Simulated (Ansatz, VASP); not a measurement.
MgHgSe2: VASP beside Ansatz

File INCAR:

```
SYSTEM = MgHgSe2
PREC = Accurate
ENCUT = 600
EDIFF = 1E-6
ISMEAR = 1
SIGMA = 0.5
LREAL = .FALSE.
LASPH = .TRUE.
NELM = 120
ALGO = Normal
ISIF = 2
LWAVE = .FALSE.
LCHARG = .FALSE.
GGA = PE
NBANDS = 21
GGA_COMPAT = .FALSE.
```

The input KPOINTS:

```
Automatic mesh
0
G
  4 4 4
  0 0 0
```

POSCAR

```
MgHgSe2
1.0
    4.3138610726      0.0000000000      0.0000000000
    0.0000000000      4.3138610726      0.0000000000
    0.0000000000      0.0000000000      5.9854478143
Mg Se Hg
1 2 1
Direct
    0.0000000000      0.0000000000      0.0000000000
    0.0000000000      0.5000000000      0.2354752515
    0.5000000000      0.0000000000      0.7645247485
    0.5000000000      0.5000000000      0.5000000000
```

Input for Ansatz:

```yaml
crystal:
  lattice:
    - [4.3138610726, 0.0, 0.0]
    - [0.0, 4.3138610726, 0.0]
    - [0.0, 0.0, 5.9854478143]
  atoms:
    - { symbol: Mg, position: [0.0, 0.0, 0.0] }
    - { symbol: Se, position: [0.0, 0.5, 0.2354752515] }
    - { symbol: Hg, position: [0.5, 0.5, 0.5] }
    - { symbol: Se, position: [0.5, 0.0, 0.7645247485] }
kpoints:
  mp_grid: { grid: [4, 4, 4] }
hamiltonian:
  xc: pbe
scf:
  occupations: { method: methfessel_paxton, width: 0.5 }
  n_extra_bands: 5
output:
  forces: true
  stress: true
  eigenvalues: true
```

Alike in both runs: task single point; functional PBE; k mesh 4 × 4 × 4; occupations methfessel-paxton of order 1, width 0.5 eV; no spin polarisation.

```csv
,VASP,Ansatz
version,VASP 6.6.1,Ansatz 0.2.0
potentials or method,"VASP PAW PBE potentials, release 64 (Mg, Se, Hg)",plane waves
plane-wave cutoff (eV),600,420
valence electrons in the cell,26,62
```

|  | VASP | Ansatz | Ansatz less VASP |
| --- | --- | --- | --- |
| pressure (GPa) | 1.5 | 1.4 | -0.12 |
| rms of the force components (eV/Å) | 0.036 | 0.021 | -0.0153 |

With one functional, cell and mesh, what is left measures potentials, basis and numerics. VASP's potentials hold 26 valence electrons a cell and Ansatz's 62, so a difference there can come from the potentials and not from the codes.

Neither program's run includes spin-orbit coupling.
